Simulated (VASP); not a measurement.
Runs of VASP 6.6.1 on WS. The structure is that of space group F-43m (No. 216), or close to it. The cells are those of the table. 

```csv
task,cell,k mesh,cutoff (eV),gap on the mesh (eV),pressure (GPa),relaxed volume (Å³/atom)
relaxation of cell and atoms,"relaxed from a = 3.773 Å, angles 60.0°, 2 atoms",18 × 18 × 18,600,none,0.0,19.00
single point,"a = 3.772 Å, angles 60.0°, 2 atoms",18 × 18 × 18,520,none,(b),-
single point,"a = 3.773 Å, angles 60.0°, 2 atoms",6 × 6 × 6,520,none,(a),-
single point,"a = 3.883 Å, angles 60.0°, 2 atoms",6 × 6 × 6,520,none,-11.1,-
relaxation of cell and atoms,"relaxed from a = 3.883 Å, angles 60.0°, 2 atoms",6 × 6 × 6,600,none,-0.1,19.02
```

Alike in all rows: level PBE; potentials or basis VASP PAW PBE potentials, release 64 (W_sv, S); no spin polarisation; smearing gaussian 0.1 eV.

Task: Estimate the missing entries.

Result: (a) 0.1; (b) 0.2.

Caveats: spin-orbit coupling is left out, which moves the levels of the heavy elements.

A k mesh can miss the band edges, and the runs leave out spin-orbit coupling on W.

A gap of «none» marks levels without a gap at the run's occupations.
